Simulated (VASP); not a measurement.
# Mo (R-3m) in VASP: a series of runs, part 2 of 2

VASP 6.6.1.

**3. Single point, LDA (13.45 Å³/atom)**

Contents of INCAR:

```
SYSTEM = Mo
  PREC = Accurate
  ENCUT = 520
  EDIFF = 1E-6
  ISMEAR = 0
  SIGMA = 0.15
  LREAL = .FALSE.
  LASPH = .TRUE.
  NELM = 60
  ALGO = Fast
  ISIF = 2
  LWAVE = .FALSE.
  LCHARG = .FALSE.
  GGA = CA
  NBANDS = 13
```

Contents of KPOINTS:

```
Automatic mesh
0
G
  22 22 22
  0 0 0
```

Contents of POSCAR:

```
Mo
1.0
   -1.8968363219      1.5234545666      1.5234545666
    1.5234545666     -1.8968363219      1.5234545666
    1.5234545666      1.5234545666     -1.8968363219
Mo
1
Direct
    0.0000000000      0.0000000000      0.0000000000
```

Potentials or basis: VASP PAW LDA potentials, release 64 (Mo_sv).

The run is started by

```bash
cat potpaw_LDA.64/Mo_sv/POTCAR > POTCAR
mpirun -np 1 vasp_std > vasp.out
```

OUTCAR:

```text
SYSTEM = Mo
   PREC = Accurate
   ENCUT = 520
   EDIFF = 1E-6
   ISMEAR = 0
   LREAL = .FALSE.
   LASPH = .TRUE.
   NELM = 60
   ISIF = 2
   GGA = CA

 ion  position               nearest neighbor table
   1  0.000  0.000  0.000-

  LATTYP: Found a trigonal (rhomboedric) cell.
 ALAT       =     2.8705079106
 COS(alpha) =    -0.4197392560

  Lattice vectors:

 A1 = (  -1.8968363219,   1.5234545666,   1.5234545666)
 A2 = (   1.5234545666,  -1.8968363219,   1.5234545666)
 A3 = (   1.5234545666,   1.5234545666,  -1.8968363219)

Analysis of symmetry for initial positions (statically):
=====================================================================
 Subroutine PRICEL returns:
 Original cell was already a primitive cell.

 Routine SETGRP: Setting up the symmetry group for a
 trigonal (rhombohedral) supercell.

 Subroutine GETGRP returns: Found 12 space group operations
 (whereof 12 operations were pure point group operations)
 out of a pool of 12 trial point group operations.

The static configuration has the point symmetry D_3d.

Analysis of symmetry for dynamics (positions and initial velocities):
=====================================================================
 Subroutine PRICEL returns:
 Original cell was already a primitive cell.

 Routine SETGRP: Setting up the symmetry group for a
 trigonal (rhombohedral) supercell.

 Subroutine GETGRP returns: Found 12 space group operations
 (whereof 12 operations were pure point group operations)
 out of a pool of 12 trial point group operations.

The dynamic configuration has the point symmetry D_3d.

 Subroutine INISYM returns: Found 12 space group operations
 (whereof 12 operations are pure point group operations),
 and found     1 'primitive' translations

----------------------------------------------------------------------------------------

                                     Primitive cell

  volume of cell :      13.4540

  direct lattice vectors                    reciprocal lattice vectors
    -1.896836322  1.523454567  1.523454567     0.094921526  0.387294319  0.387294319
     1.523454567 -1.896836322  1.523454567     0.387294319  0.094921526  0.387294319
     1.523454567  1.523454567 -1.896836322     0.387294319  0.387294319  0.094921526

  length of vectors
     2.870507911  2.870507911  2.870507911     0.555881171  0.555881171  0.555881171

  position of ions in fractional coordinates (direct lattice)
     0.000000000  0.000000000  0.000000000

  ion indices of the primitive-cell ions
   primitive index   ion index
                 1           1

----------------------------------------------------------------------------------------

 KPOINTS: Automatic mesh

Automatic generation of k-mesh.
 Grid dimensions read from file:
 generate k-points for:   22   22   22

 Generating k-lattice:

  Cartesian coordinates                     Fractional coordinates (reciprocal lattice)
     0.004314615  0.017604287  0.017604287     0.045454545  0.000000000  0.000000000
     0.017604287  0.004314615  0.017604287     0.000000000  0.045454545  0.000000000
     0.017604287  0.017604287  0.004314615     0.000000000  0.000000000  0.045454545

  Length of vectors
     0.025267326  0.025267326  0.025267326

  Shift w.r.t. Gamma in fractional coordinates (k-lattice)
     0.000000000  0.000000000  0.000000000

 Subroutine IBZKPT returns following result:
 ===========================================

 Found   1024 irreducible k-points:

 Following reciprocal coordinates:
            Coordinates               Weight
  0.000000  0.000000  0.000000      1.000000
  0.045455 -0.000000 -0.000000      6.000000
  0.090909 -0.000000 -0.000000      6.000000
  0.136364  0.000000  0.000000      6.000000
  0.181818 -0.000000 -0.000000      6.000000
  0.227273  0.000000  0.000000      6.000000
[... 16 lines left out ...]
  0.500000  0.045455 -0.000000     12.000000
 -0.454545  0.045455 -0.000000     12.000000
 [... further k-points ...]
   k-points           NKPTS =   1024   k-points in BZ     NKDIM =   1024   number of bands    NBANDS=     13
   number of dos      NEDOS =    301   number of ions     NIONS =      1
   total plane-waves  NPLWV =  13824
   dimension x,y,z NGX =    24 NGY =   24 NGZ =   24
   dimension x,y,z NGXF=    48 NGYF=   48 NGZF=   48
   ions per type =               1
   NGX,Y,Z   is equivalent  to a cutoff of  13.90, 13.90, 13.90 a.u.
   NGXF,Y,Z  is equivalent  to a cutoff of  27.80, 27.80, 27.80 a.u.
 SYSTEM =  Mo
   PREC   = accura    normal or accurate (medium, high low for compatibility)
   ISTART =      0    job   : 0-new  1-cont  2-samecut
   ICHARG =      2    charge: 1-file 2-atom 10-const
   ISPIN  =      1    spin polarized calculation?
   LNONCOLLINEAR =      F non collinear calculations
   LSORBIT =      F    spin-orbit coupling
   LASPH  =      T    aspherical Exc in radial PAW
   ENCUT  =  520.0 eV  38.22 Ry    6.18 a.u.   5.34  5.34  5.34*2*pi/ulx,y,z
   NELM   =     60;   NELMIN=  2; NELMDL= -5     # of ELM steps
   EDIFF  = 0.1E-05   stopping-criterion for ELM
   LREAL  =      F    real-space projection
   EDIFFG = 0.1E-04   stopping-criterion for IOM
   NSW    =      0    number of steps for IOM
   IBRION =     -1    ionic relax: 0-MD 1-quasi-New 2-CG
   NFREE  =      0    steps in history (QN), initial steepest desc. (CG)
   ISIF   =      2    stress and relaxation
   ISYM   =      2    0-nonsym 1-usesym 2-fastsym
   POTIM  = 0.5000    time-step for ionic-motion
   TEBEG  =    0.0;   TEEND  =   0.0 temperature during run
   PSTRESS=    0.0 pullay stress
   NELECT =      14.0000    total number of electrons
   NUPDOWN=      -1.0000    fix difference up-down
   EMIN   =  10.00;   EMAX   =-10.00  energy-range for DOS
   EFERMI =   0.00;   METHOD = LEGACY
   ISMEAR =     0;   SIGMA  =   0.15  broadening in eV -4-tet -1-fermi 0-gaus
   EFERMI_NEDOS =   21; number of points for ismear=-14 and -15
   IALGO  =     68    algorithm
   IMIX   =      4    mixing-type and parameters
     AMIX     =   0.40;   BMIX     =  1.00
     AMIX_MAG =   1.60;   BMIX_MAG =  1.00
  volume/ion in A,a.u.               =      13.45        90.79
  Fermi-wavevector in a.u.,A,eV,Ry     =   1.658952  3.134964 37.444869  2.752120
  Thomas-Fermi vector in A             =   2.746444
   LORBIT       =      0    0 simple, 1 ext, 2 COOP (PROOUT), +10 PAW based schemes
   GGA     = CA    functional components
   LHFCALC =     F    Hartree Fock is set to
   AEXX    =    0.0000 exact exchange contribution
   IVDW    =     0    specifies the selected vdW correction
   LEPSILON=     F    determine dielectric tensor
   LRPA    =     F    only Hartree local field effects (RPA)
 non-spin polarized calculation
 RMM-DIIS sequential band-by-band and
 Gauss-broadening in eV      SIGMA  =   0.15
  energy-cutoff  :      520.00
  volume of cell :       13.45
 maximum number of plane-waves:       371
 NGX is ok and might be reduce to    24
   NGX = 11   NGY = 11   NGZ = 11

 number of electron      14.0000000 magnetization

 Free energy of the ion-electron system (eV)
  ---------------------------------------------------
  ext. energy  EPLUGINS =         0.00000000
  ---------------------------------------------------
  free energy    TOTEN  =        -9.47115694 eV

  energy without entropy =       -9.46218334  energy(sigma->0) =       -9.46667014

 E-fermi :  15.0145     XC(G=0): -14.2634

 val. band max:       15.0123633428   @ k =  -0.3636  -0.4545   0.2727
 cond. band min:      15.0160036234   @ k =   0.3636   0.1818   0.0455
 fundamental gap:      0.0036402805
 Fermi energy:        15.0144845533

 k-point     1 :       0.0000    0.0000    0.0000
  band No.  band energies     occupation
      1     -47.2220      2.00000
      2     -20.2417      2.00000
      3     -20.2417      2.00000
      4     -16.0049      2.00000
      5       6.5422      2.00000
      6       9.9348      2.00000
      7      12.4457      2.00000
      8      12.4457      2.00000
      9      21.6054      0.00000
     10      21.6054      0.00000
     11      25.6753      0.00000
     12      33.5232      0.00000
     13      33.5232      0.00000
[... 353 lines left out ...]
 k-point    24 :      -0.4545    0.0455   -0.0000
  band No.  band energies     occupation
      1     -44.9614      2.00000
      2     -24.7981      2.00000
      3     -19.4572      2.00000
      4     -19.0746      2.00000
      5       8.1890      2.00000
      6      10.2542      2.00000
      7      15.1060      0.38802
      8      15.8870      0.00000
      9      18.7617      0.00000
     10      21.8636      0.00000
     11      27.1724      0.00000
     12      33.2192      0.00000
     13      34.0759      0.00000

 [... further k-points ...]

------------------------ aborting loop because EDIFF is reached ----------------------------------------

  FORCE on cell =-STRESS in cart. coord.  units (eV):
  Direction    XX          YY          ZZ          XY          YZ          ZX
  --------------------------------------------------------------------------------------
  -------------------------------------------------------------------------------------
  Total        9.3797380      9.3797380      9.3797380      8.3316938      8.3316938      8.3316938
  in kB     1116.9914907   1116.9914907   1116.9914907    992.1845537    992.1845537    992.1845537
  external PRESSURE =    1116.9914907 kB  Pullay stress =       0.0000000 kB

 VOLUME and BASIS-vectors are now :
 -----------------------------------------------------------------------------
  energy-cutoff  :      520.00
  volume of cell :       13.45
      direct lattice vectors                 reciprocal lattice vectors
    -1.896836322  1.523454567  1.523454567     0.094921526  0.387294319  0.387294319
     1.523454567 -1.896836322  1.523454567     0.387294319  0.094921526  0.387294319
     1.523454567  1.523454567 -1.896836322     0.387294319  0.387294319  0.094921526

 POSITION                                       TOTAL-FORCE (eV/Angst)
 -----------------------------------------------------------------------------------
      0.00000      0.00000      0.00000        -0.000000      0.000000      0.000000
 -----------------------------------------------------------------------------------
    total drift:                               -0.000000      0.000000     -0.000000

  FREE ENERGIE OF THE ION-ELECTRON SYSTEM (eV)
  ---------------------------------------------------
  free  energy   TOTEN  =        -9.4711569370 eV

  energy  without entropy=       -9.4621833434  energy(sigma->0) =       -9.46667014
```

OSZICAR:

```text
N       E                     dE             d eps       ncg     rms          rms(c)
DAV:   1     0.103004093126E+03    0.10300E+03   -0.80710E+03 26962   0.113E+03
DAV:   2    -0.850209550148E+01   -0.11151E+03   -0.10691E+03 29479   0.331E+02
DAV:   3    -0.978651187155E+01   -0.12844E+01   -0.12811E+01 30439   0.368E+01
DAV:   4    -0.978961994085E+01   -0.31081E-02   -0.31080E-02 29684   0.213E+00
DAV:   5    -0.978964041990E+01   -0.20479E-04   -0.20479E-04 30649   0.156E-01    0.396E+01
RMM:   6    -0.953505258940E+01    0.25459E+00   -0.18742E-01 26800   0.446E+00    0.202E+01
RMM:   7    -0.947235514115E+01    0.62697E-01   -0.12717E-01 27970   0.362E+00    0.171E+00
RMM:   8    -0.947134309535E+01    0.10120E-02   -0.16224E-02 29277   0.142E+00    0.208E-01
RMM:   9    -0.947119310038E+01    0.14999E-03   -0.12269E-03 30622   0.414E-01    0.117E-01
RMM:  10    -0.947115513717E+01    0.37963E-04   -0.22359E-04 29951   0.185E-01    0.207E-02
RMM:  11    -0.947115693504E+01   -0.17979E-05   -0.25352E-05 30619   0.612E-02    0.117E-02
RMM:  12    -0.947115693696E+01   -0.19218E-08   -0.27075E-06 23409   0.210E-02
   1 F= -.94711569E+01 E0= -.94666701E+01  d E =-.897359E-02
```

Wall time 66 s (1 thread of Intel Xeon 6975P-C (Granite Rapids), shared host); peak memory 0.27 GiB.

Results:

* Free energy: -9.4712 eV
* Pressure: 111.7 GPa
* Band gap on the k mesh: zero (bands 7 and 8 overlap by 5.29 eV)

Stress tensor (GPa, compression positive):
```
111.70  99.22  99.22
 99.22 111.70  99.22
 99.22  99.22 111.70
```

Levels at points of the mesh, in eV from the Fermi level:
| k point | band 4 | band 5 | band 6 | band 7 | band 8 | band 9 | band 10 | band 11 |
| --- | --- | --- | --- | --- | --- | --- | --- | --- |
| (0.00, 0.00, 0.00) | -31.02 | -8.47 | -5.08 | -2.57 | -2.57 | 6.59 | 6.59 | 10.66 |
| (0.50, 0.00, 0.00) | -33.96 | -7.32 | -5.28 | 0.69 | 1.68 | 4.58 | 5.75 | 11.28 |
| (0.50, 0.50, 0.00) | -31.06 | -6.76 | -5.66 | 0.27 | 2.53 | 6.78 | 7.43 | 9.27 |
| (0.50, 0.50, 0.50) | -34.46 | -7.59 | -7.59 | 2.72 | 2.72 | 8.94 | 9.38 | 9.38 |

Caveat: atoms lie so close that the PAW spheres overlap strongly, which falsifies energies and pressures; the cell stands under pressure.
